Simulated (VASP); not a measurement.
Here is a VASP 6.6.1 calculation.

INCAR

```
SYSTEM = TiSb2N3
PREC = Accurate ; ENCUT = 520
EDIFF = 1E-8 ; ISMEAR = 0
SIGMA = 0.1 ; LREAL = .FALSE.
LASPH = .TRUE. ; NELM = 80
ALGO = Normal ; ISIF = 2
LWAVE = .FALSE. ; LCHARG = .FALSE.
GGA = PE ; NBANDS = 28
IBRION = 8 ; NSW = 1
```

Contents of KPOINTS:

```
Automatic mesh
0
G
  6 6 6
  0 0 0
```

File POSCAR:

```
TiSb2N3
1.0
    2.9198021759      1.6857485723      2.9166953595
   -2.9198021759      1.6857485723      2.9166953595
    0.0000000000     -3.3714971445      2.9166953595
Ti Sb N
1 2 3
Direct
    0.0000000000      0.0000000000      0.0000000000
    0.6847224669      0.6847224669      0.6847224669
    0.3152775331      0.3152775331      0.3152775331
    0.0000000000      0.0000000000      0.5000000000
    0.5000000000      0.0000000000      0.0000000000
    0.0000000000      0.5000000000      0.0000000000
```

Potentials or basis: VASP PAW PBE potentials, release 64 (Ti_sv, Sb, N).

Run with:

```bash
$ cat potpaw_PBE.64/Ti_sv/POTCAR potpaw_PBE.64/Sb/POTCAR potpaw_PBE.64/N/POTCAR > POTCAR
$ mpirun -np 1 vasp_std > vasp.out
```

Task: What does it give for the highest phonon frequency at Γ?

Result: 675 cm⁻¹.

Task: Estimate the most unstable mode.

Result: 89i cm⁻¹.

Phonon frequencies in cm⁻¹ (negative: imaginary):
| q point | frequencies |
| --- | --- |
| (0.000, 0.000, 0.000) | -89 -89 0 1 1 114 114 123 146 146 171 198 285 300 300 540 540 675 |

Caveat: some modes are imaginary.
